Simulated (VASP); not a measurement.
# BP (F-43m) in VASP: further runs

Runs on BP. Level: PBE. Tasks: single point, relaxation of cell and atoms.

All numbers are computed with VASP 6.6.1; they aren't measurements. Logs are shortened: lines on timing, memory, paths and dates and some standing lists are left out, and cuts for length are marked.

## Step 1: The cell of the first run

It takes space group F-43m (No. 216, cubic). Conventional cell: a = 4.548 Å, b = 4.548 Å, c = 4.548 Å, α = 90.00°, β = 90.00°, γ = 90.00°. B (site symmetry -43m) has 4 P at 1.97 Å within 2.6 Å. P (site symmetry -43m) has 4 B at 1.97 Å within 2.6 Å.

## Step 2: Single point, PBE

INCAR reads:

```
ALGO = Normal ; EDIFF = 1E-6
ENCUT = 520 ; GGA = PE
ISIF = 2 ; ISMEAR = -1
LASPH = True ; LCHARG = False
LREAL = False ; LWAVE = False
NBANDS = 11 ; NELM = 60
PREC = Accurate ; SIGMA = 0.1
```

KPOINTS reads:

```
k-points
0
Gamma
  10 10 10
```

POSCAR reads:

```
BP
1.0
    0.0000000000      2.2742304197      2.2742304197
    2.2742304197      0.0000000000      2.2742304197
    2.2742304197      2.2742304197      0.0000000000
B P
1 1
Direct
    0.0000000000      0.0000000000      0.0000000000
    0.2500000000      0.2500000000      0.2500000000
```

Potentials or basis: VASP PAW PBE potentials, release 64 (B, P).

Command:

```
$ cat potpaw_PBE.64/B/POTCAR potpaw_PBE.64/P/POTCAR > POTCAR
$ mpirun -np 1 vasp_std > vasp.out
```

OUTCAR:

```text
EDIFF = 1E-6
   ENCUT = 520
   GGA = PE
   ISIF = 2
   ISMEAR = -1
   LASPH = True
   LREAL = False
   NELM = 60
   PREC = Accurate

 ion  position               nearest neighbor table
   1  0.000  0.000  0.000-   2 1.97   2 1.97   2 1.97   2 1.97
   2  0.250  0.250  0.250-   1 1.97   1 1.97   1 1.97   1 1.97

  LATTYP: Found a face centered cubic cell.
 ALAT       =     4.5484608394

  Lattice vectors:

 A1 = (   0.0000000000,   2.2742304197,   2.2742304197)
 A2 = (   2.2742304197,   0.0000000000,   2.2742304197)
 A3 = (   2.2742304197,   2.2742304197,   0.0000000000)

Analysis of symmetry for initial positions (statically):
=====================================================================
 Subroutine PRICEL returns:
 Original cell was already a primitive cell.

 Routine SETGRP: Setting up the symmetry group for a
 face centered cubic supercell.

 Subroutine GETGRP returns: Found 24 space group operations
 (whereof 24 operations were pure point group operations)
 out of a pool of 48 trial point group operations.

The static configuration has the point symmetry T_d .

Analysis of symmetry for dynamics (positions and initial velocities):
=====================================================================
 Subroutine PRICEL returns:
 Original cell was already a primitive cell.

 Routine SETGRP: Setting up the symmetry group for a
 face centered cubic supercell.

 Subroutine GETGRP returns: Found 24 space group operations
 (whereof 24 operations were pure point group operations)
 out of a pool of 48 trial point group operations.

The dynamic configuration has the point symmetry T_d .

 Subroutine INISYM returns: Found 24 space group operations
 (whereof 24 operations are pure point group operations),
 and found     1 'primitive' translations

----------------------------------------------------------------------------------------

                                     Primitive cell

  volume of cell :      23.5252

  direct lattice vectors                    reciprocal lattice vectors
     0.000000000  2.274230420  2.274230420    -0.219854592  0.219854592  0.219854592
     2.274230420  0.000000000  2.274230420     0.219854592 -0.219854592  0.219854592
     2.274230420  2.274230420  0.000000000     0.219854592  0.219854592 -0.219854592

  length of vectors
     3.216247504  3.216247504  3.216247504     0.380799323  0.380799323  0.380799323

  position of ions in fractional coordinates (direct lattice)
     0.000000000  0.000000000  0.000000000
     0.250000000  0.250000000  0.250000000

  ion indices of the primitive-cell ions
   primitive index   ion index
                 1           1
                 2           2

----------------------------------------------------------------------------------------

 KPOINTS: k-points

Automatic generation of k-mesh.
 Grid dimensions read from file:
 generate k-points for:   10   10   10

 Generating k-lattice:

  Cartesian coordinates                     Fractional coordinates (reciprocal lattice)
    -0.021985459  0.021985459  0.021985459     0.100000000  0.000000000  0.000000000
     0.021985459 -0.021985459  0.021985459     0.000000000  0.100000000  0.000000000
     0.021985459  0.021985459 -0.021985459     0.000000000  0.000000000  0.100000000

  Length of vectors
     0.038079932  0.038079932  0.038079932

  Shift w.r.t. Gamma in fractional coordinates (k-lattice)
     0.000000000  0.000000000  0.000000000

 Subroutine IBZKPT returns following result:
 ===========================================

 Found     47 irreducible k-points:

 Following reciprocal coordinates:
            Coordinates               Weight
  0.000000  0.000000  0.000000      1.000000
  0.100000  0.000000  0.000000      8.000000
  0.200000  0.000000  0.000000      8.000000
  0.300000  0.000000  0.000000      8.000000
  0.400000  0.000000  0.000000      8.000000
  0.500000  0.000000  0.000000      4.000000
[... 16 lines left out ...]
  0.300000  0.300000  0.000000      6.000000
  0.400000  0.300000  0.000000     24.000000
 [... further k-points ...]
   k-points           NKPTS =     47   k-points in BZ     NKDIM =     47   number of bands    NBANDS=     11
   number of dos      NEDOS =    301   number of ions     NIONS =      2
   total plane-waves  NPLWV =  13824
   dimension x,y,z NGX =    24 NGY =   24 NGZ =   24
   dimension x,y,z NGXF=    48 NGYF=   48 NGZF=   48
   ions per type =               1   1
   NGX,Y,Z   is equivalent  to a cutoff of  12.41, 12.41, 12.41 a.u.
   NGXF,Y,Z  is equivalent  to a cutoff of  24.81, 24.81, 24.81 a.u.
 SYSTEM =  unknown system
   PREC   = accura    normal or accurate (medium, high low for compatibility)
   ISTART =      0    job   : 0-new  1-cont  2-samecut
   ICHARG =      2    charge: 1-file 2-atom 10-const
   ISPIN  =      1    spin polarized calculation?
   LNONCOLLINEAR =      F non collinear calculations
   LSORBIT =      F    spin-orbit coupling
   LASPH  =      T    aspherical Exc in radial PAW
   ENCUT  =  520.0 eV  38.22 Ry    6.18 a.u.   5.98  5.98  5.98*2*pi/ulx,y,z
   NELM   =     60;   NELMIN=  2; NELMDL= -5     # of ELM steps
   EDIFF  = 0.1E-05   stopping-criterion for ELM
   LREAL  =      F    real-space projection
   EDIFFG = 0.1E-04   stopping-criterion for IOM
   NSW    =      0    number of steps for IOM
   IBRION =     -1    ionic relax: 0-MD 1-quasi-New 2-CG
   NFREE  =      0    steps in history (QN), initial steepest desc. (CG)
   ISIF   =      2    stress and relaxation
   ISYM   =      2    0-nonsym 1-usesym 2-fastsym
   POTIM  = 0.5000    time-step for ionic-motion
   TEBEG  =    0.0;   TEEND  =   0.0 temperature during run
   PSTRESS=    0.0 pullay stress
   NELECT =       8.0000    total number of electrons
   NUPDOWN=      -1.0000    fix difference up-down
   EMIN   =  10.00;   EMAX   =-10.00  energy-range for DOS
   EFERMI =   0.00;   METHOD = LEGACY
   ISMEAR =    -1;   SIGMA  =   0.10  broadening in eV -4-tet -1-fermi 0-gaus
   EFERMI_NEDOS =   21; number of points for ismear=-14 and -15
   IALGO  =     38    algorithm
   IMIX   =      4    mixing-type and parameters
     AMIX     =   0.40;   BMIX     =  1.00
     AMIX_MAG =   1.60;   BMIX_MAG =  1.00
  volume/ion in A,a.u.               =      11.76        79.38
  Fermi-wavevector in a.u.,A,eV,Ry     =   1.142686  2.159364 17.765563  1.305732
  Thomas-Fermi vector in A             =   2.279384
   LORBIT       =      0    0 simple, 1 ext, 2 COOP (PROOUT), +10 PAW based schemes
   GGA     = PE    functional components
   LHFCALC =     F    Hartree Fock is set to
   AEXX    =    0.0000 exact exchange contribution
   IVDW    =     0    specifies the selected vdW correction
   LEPSILON=     F    determine dielectric tensor
   LRPA    =     F    only Hartree local field effects (RPA)
 non-spin polarized calculation
  energy-cutoff  :      520.00
  volume of cell :       23.53
 maximum number of plane-waves:       644
   NGX = 11   NGY = 11   NGZ = 11

 number of electron       8.0000000 magnetization

 Free energy of the ion-electron system (eV)
  ---------------------------------------------------
  ext. energy  EPLUGINS =         0.00000000
  ---------------------------------------------------
  free energy    TOTEN  =       -12.93089920 eV

  energy without entropy =      -12.93085973  energy(sigma->0) =      -12.93087946

 E-fermi :   7.9467     XC(G=0): -10.8775

 val. band max:        7.3512458202   @ k =   0.0000   0.0000   0.0000
 cond. band min:       8.5999407607   @ k =   0.4000   0.4000   0.0000
 fundamental gap:      1.2486949405
 Fermi energy:         7.9466804391

 k-point     1 :       0.0000    0.0000    0.0000
  band No.  band energies     occupation
      1      -8.0476      2.00000
      2       7.3512      1.99482
      3       7.3512      1.99482
      4       7.3512      1.99482
      5      10.7419      0.00000
      6      10.7419      0.00000
      7      10.7419      0.00000
      8      14.6206      0.00000
      9      18.8178      0.00000
     10      19.4604      0.00000
     11      19.4604      0.00000

 k-point     2 :       0.1000    0.0000    0.0000
  band No.  band energies     occupation
      1      -7.8685      2.00000
      2       6.0541      2.00000
      3       7.0582      1.99972
      4       7.0582      1.99972
      5      11.1476      0.00000
      6      11.1476      0.00000
      7      11.1716      0.00000
      8      15.1488      0.00000
      9      18.7808      0.00000
     10      18.7808      0.00000
     11      19.3828      0.00000

 k-point     3 :       0.2000    0.0000    0.0000
  band No.  band energies     occupation
      1      -7.3380      2.00000
      2       3.7227      2.00000
      3       6.5021      2.00000
      4       6.5021      2.00000
      5      11.3570      0.00000
      6      11.8646      0.00000
      7      11.8646      0.00000
      8      16.3418      0.00000
      9      18.1826      0.00000
     10      18.1826      0.00000
     11      20.2404      0.00000

 k-point     4 :       0.3000    0.0000    0.0000
  band No.  band energies     occupation
      1      -6.4864      2.00000
      2       1.3754      2.00000
      3       6.0152      2.00000
      4       6.0152      2.00000
      5      11.2560      0.00000
      6      12.1973      0.00000
      7      12.1973      0.00000
      8      17.2812      0.00000
      9      18.7519      0.00000
     10      18.7519      0.00000
     11      20.4927      0.00000
[... 239 lines left out ...]
 k-point    22 :      -0.2000    0.2000    0.0000
  band No.  band energies     occupation
      1      -6.1967      2.00000
      2       2.1188      2.00000
      3       3.2063      2.00000
      4       6.1134      2.00000
      5      11.8088      0.00000
      6      12.6496      0.00000
      7      13.7085      0.00000
      8      15.6423      0.00000
      9      16.8484      0.00000
     10      20.9173      0.00000
     11      23.0655      0.00000

 k-point    23 :       0.3000    0.3000    0.0000
  band No.  band energies     occupation
      1      -5.9456      2.00000
      2       2.5257      2.00000
      3       4.1507      2.00000
      4       4.1507      2.00000
      5       8.8809      0.00018
      6      11.2645      0.00000
      7      16.1732      0.00000
      8      16.1732      0.00000
      9      20.3207      0.00000
     10      21.7050      0.00000
     11      23.8041      0.00000

 k-point    24 :       0.4000    0.3000    0.0000
  band No.  band energies     occupation
      1      -5.1263      2.00000
      2       1.2061      2.00000
      3       3.3286      2.00000
      4       3.8576      2.00000
      5       9.1682      0.00001
      6      10.9764      0.00000
      7      16.7799      0.00000
      8      16.7953      0.00000
      9      21.2714      0.00000
     10      22.5741      0.00000
     11      24.3113      0.00000

 [... further k-points ...]

------------------------ aborting loop because EDIFF is reached ----------------------------------------

  FORCE on cell =-STRESS in cart. coord.  units (eV):
  Direction    XX          YY          ZZ          XY          YZ          ZX
  --------------------------------------------------------------------------------------
  -------------------------------------------------------------------------------------
  Total       -0.0339254     -0.0339254     -0.0339254     -0.0000000     -0.0000000     -0.0000000
  in kB       -2.3104791     -2.3104791     -2.3104791     -0.0000000     -0.0000000     -0.0000000
  external PRESSURE =      -2.3104791 kB  Pullay stress =       0.0000000 kB

 VOLUME and BASIS-vectors are now :
 -----------------------------------------------------------------------------
  energy-cutoff  :      520.00
  volume of cell :       23.53
      direct lattice vectors                 reciprocal lattice vectors
     0.000000000  2.274230420  2.274230420    -0.219854592  0.219854592  0.219854592
     2.274230420  0.000000000  2.274230420     0.219854592 -0.219854592  0.219854592
     2.274230420  2.274230420  0.000000000     0.219854592  0.219854592 -0.219854592

 POSITION                                       TOTAL-FORCE (eV/Angst)
 -----------------------------------------------------------------------------------
      0.00000      0.00000      0.00000        -0.000000     -0.000000      0.000000
      1.13712      1.13712      1.13712         0.000000      0.000000     -0.000000
 -----------------------------------------------------------------------------------
    total drift:                                0.000000      0.000000      0.000000

  FREE ENERGIE OF THE ION-ELECTRON SYSTEM (eV)
  ---------------------------------------------------
  free  energy   TOTEN  =       -12.9308991953 eV

  energy  without entropy=      -12.9308597338  energy(sigma->0) =      -12.93087946
```

Run time: 7.3 s. Hardware: 1 thread of AMD EPYC 7R13, shared host; peak memory 0.14 GiB.

Results:

* Free energy: -12.9309 eV
* Pressure: -0.2 GPa
* Band gap on the k mesh: 1.25 eV, indirect (least direct gap 3.39 eV)

Levels at points of the mesh, in eV from the valence-band top:
```tsv
k point	band 2	band 3	band 4	band 5	band 6	band 7
(0.00, 0.00, 0.00)	0.00	0.00	0.00	3.39	3.39	3.39
(0.50, 0.00, 0.00)	-8.98	-1.75	-1.75	3.74	4.71	4.71
(0.50, 0.50, 0.00)	-8.55	-4.09	-4.09	1.35	1.67	12.06
```

A k mesh can miss the band edges.

## Step 3: Relaxation of cell and atoms, PBE

This run uses another cell than the first one, of 11.85 Å³/atom, 1.007 times its volume.

INCAR reads:

```
SYSTEM = BP
PREC = Accurate ; ENCUT = 600
EDIFF = 1E-6 ; ISMEAR = -1
SIGMA = 0.1 ; LREAL = .False.
LASPH = .True. ; NELM = 60
ALGO = Normal ; ISIF = 3
LWAVE = .False. ; LCHARG = .False.
GGA = PE ; IBRION = 2
NSW = 100 ; EDIFFG = -0.03
```

KPOINTS reads:

```
regular mesh
0
Gamma
  10 10 10
  0 0 0
```

POSCAR reads:

```
BP
1.0
    0.0000000000      2.2798980000      2.2798980000
    2.2798980000      0.0000000000      2.2798980000
    2.2798980000      2.2798980000      0.0000000000
B P
1 1
Direct
    0.0000000000      0.0000000000      0.0000000000
    0.2500000000      0.2500000000      0.2500000000
```

Potentials or basis: VASP PAW PBE potentials, release 64 (B, P).

Command:

```
$ cat potpaw_PBE.64/B/POTCAR potpaw_PBE.64/P/POTCAR > POTCAR
$ mpirun -np 1 vasp_std > vasp.out
```

It took 18 s on 1 thread of AMD EPYC 7R13, shared host; peak memory 0.15 GiB.

Results (log left out):

```
Free energy                            : -12.9326 eV
Relaxed volume                         : 11.75 Å³/atom
Relaxed cell                           : a = 3.215 Å, b = 3.215 Å, c = 3.215 Å, α = 60.00°, β = 60.00°, γ = 60.00°
Space group after relaxing (to 0.05 Å) : F-43m (No. 216)
Energy gained by relaxing              : 0.5 meV/atom
Ionic steps                            : 3
Pressure after relaxing                : 0.0 GPa
Band gap on the k mesh                 : 1.25 eV, indirect (least direct gap 3.39 eV)
```

The path:
```
step  energy change (eV)  largest force (eV/Å)  pressure (GPa)  volume (Å³)
   1              0.0000                0.0000           -1.42        23.70
   2             -0.0005                0.0000            1.04        23.34
   3             -0.0009                0.0000            0.01        23.49
```

Final structure:
```cif
data_structure
_symmetry_space_group_name_H-M 'P 1'
_symmetry_Int_Tables_number 1
_cell_length_a 3.2147
_cell_length_b 3.2147
_cell_length_c 3.2147
_cell_angle_alpha 60.000
_cell_angle_beta 60.000
_cell_angle_gamma 60.000
_cell_volume 23.49
loop_
_atom_site_label
_atom_site_type_symbol
_atom_site_fract_x
_atom_site_fract_y
_atom_site_fract_z
_atom_site_occupancy
B1 B 0.00000 0.00000 0.00000 1
P1 P 0.25000 0.25000 0.25000 1
```

Levels at points of the mesh, in eV from the valence-band top:
```
           k point  band 1  band 2  band 3  band 4  band 5  band 6  band 7  band 8
(0.00, 0.00, 0.00)  -15.41    0.00    0.00    0.00    3.39    3.39    3.39    7.29
(0.50, 0.00, 0.00)  -12.11   -8.99   -1.75   -1.75    3.75    4.71    4.71   10.11
(0.50, 0.50, 0.00)  -10.59   -8.55   -4.09   -4.09    1.34    1.66   12.07   12.07
```
